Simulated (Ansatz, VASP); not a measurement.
## One calculation of CdC2, two programs

```
CELL_PARAMETERS angstrom
-2.04358 2.04358 2.69473
2.04358 -2.04358 2.69473
2.04358 2.04358 -2.69473
ATOMIC_POSITIONS crystal
Cd 0.00000 0.00000 0.00000
C 0.61483 0.61483 0.00000
C 0.38517 0.38517 0.00000
```

Alike in both runs: functional LDA; k mesh 8 × 8 × 8; occupations gaussian, width 0.1 eV; no spin polarisation.

Ansatz relaxed the structure, and its values are those at the end. VASP's run is a single point on that final structure, the one shown.

```csv
,VASP,Ansatz
version,VASP 6.6.1,Ansatz 0.2.0
potentials or method,"VASP PAW LDA potentials, release 64 (Cd_sv_GW, C), cutoff 600 eV","scalar-relativistic, plane waves, PAW"
valence electrons in the cell,28,28
```

```csv
,VASP,Ansatz,Ansatz less VASP
gap on the k mesh at the Fermi level (eV),3.24,3.25,+0.005
least direct gap on the mesh (eV),3.83,3.83,+0.004
pressure (GPa),0.0,0.1,+0.12
rms of the force components (eV/Å),0.024,0.001,-0.0236
```

LDA's correlation is that of Perdew and Zunger in VASP and of Perdew and Wang (1992) in Ansatz.
